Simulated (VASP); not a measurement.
Runs of VASP 6.6.1 on ZnSe. The structure is that of space group I-4m2 (No. 119), or close to it. The cells are those of the table. 

| cell | gap on the mesh (eV) | pressure (GPa) |
| --- | --- | --- |
| a = 4.085, b = 3.830 Å, angles 62.0, 55.9, 62.0°, 2 atoms | (a) | -2.5 |
| a = 4.032, b = 3.781 Å, angles 62.0, 55.9, 62.0°, 2 atoms | 1.03 | 0.1 |
| a = 3.901, b = 4.238 Å, angles 57.1, 65.8, 57.1°, 2 atoms | 0.72 | -3.0 |
| a = 3.820, b = 4.044 Å, angles 58.0, 63.9, 58.0°, 2 atoms | 1.18 | (b) |
| a = 4.145, b = 3.754 Å, angles 63.1, 53.8, 63.1°, 2 atoms | 0.64 | -2.8 |
| a = 3.901, b = 4.017 Å, angles 59.0, 62.0, 59.0°, 2 atoms | 1.14 | 0.3 |
| a = 3.872, b = 4.099 Å, angles 58.0, 63.9, 58.0°, 2 atoms | (d) | (c) |
| a = 3.952, b = 4.070 Å, angles 59.0, 62.0, 59.0°, 2 atoms | 0.98 | -2.3 |

Alike in all rows: task single point; level LDA; potentials or basis VASP PAW LDA potentials, release 64 (Zn, Se); no spin polarisation; k mesh 10 × 10 × 10; cutoff (eV) 520; smearing gaussian 0.05 eV.

Estimate the missing entries.

(a) 0.87; (b) 3.2; (c) 0.0; (d) 1.01.

Caveats: semilocal functionals underestimate gaps, and a narrow one can read as zero (at least some runs); the stress differs along the axes, from -6 to -1 GPa (at least some runs); the stress differs along the axes, from -4 to 2 GPa (at least some runs); the stress differs along the axes, from -5 to 0 GPa (at least some runs); the cell stands under pressure (at least some runs); the stress differs along the axes, from -9 to 0 GPa (at least some runs).

A k mesh can miss the band edges, and the runs leave out spin-orbit coupling on Se.
